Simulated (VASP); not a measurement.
A run of VASP 6.6.1 is set up as follows.

File INCAR:

```
SYSTEM = Mo
PREC = Accurate
ENCUT = 520
EDIFF = 1E-6
ISMEAR = -1
SIGMA = 0.1
LREAL = .FALSE.
LASPH = .TRUE.
NELM = 60
ALGO = Normal
ISIF = 2
LWAVE = .FALSE.
LCHARG = .TRUE.
GGA = RP
LELF = .TRUE.
LVHAR = .TRUE.
NBANDS = 13
```

KPOINTS

```
regular mesh
0
G
  13 13 13
  0 0 0
```

File POSCAR:

```
Mo
1.0
    2.6856351623      0.0000000000      0.0000000000
    0.0000000000      2.6856351623      0.0000000000
    0.0000000000      0.0000000000      2.6856351623
Mo
1
Direct
    0.0000000000      0.0000000000      0.0000000000
```

Potentials or basis: VASP PAW PBE potentials, release 64 (Mo_sv).

Run with:

```console
$ cat potpaw_PBE.64/Mo_sv/POTCAR > POTCAR
$ mpirun -np 1 vasp_std > vasp.out
```

Task: What does it give for the band gap on the k mesh?

Result: Zero (band 7 reaches 10.71 eV, above the bottom of band 8 at 8.82 eV).

Task: Estimate the pressure.

Result: -12.3 GPa.

Caveat: the PAW data sets were made with another functional, which shifts forces and pressure a little.
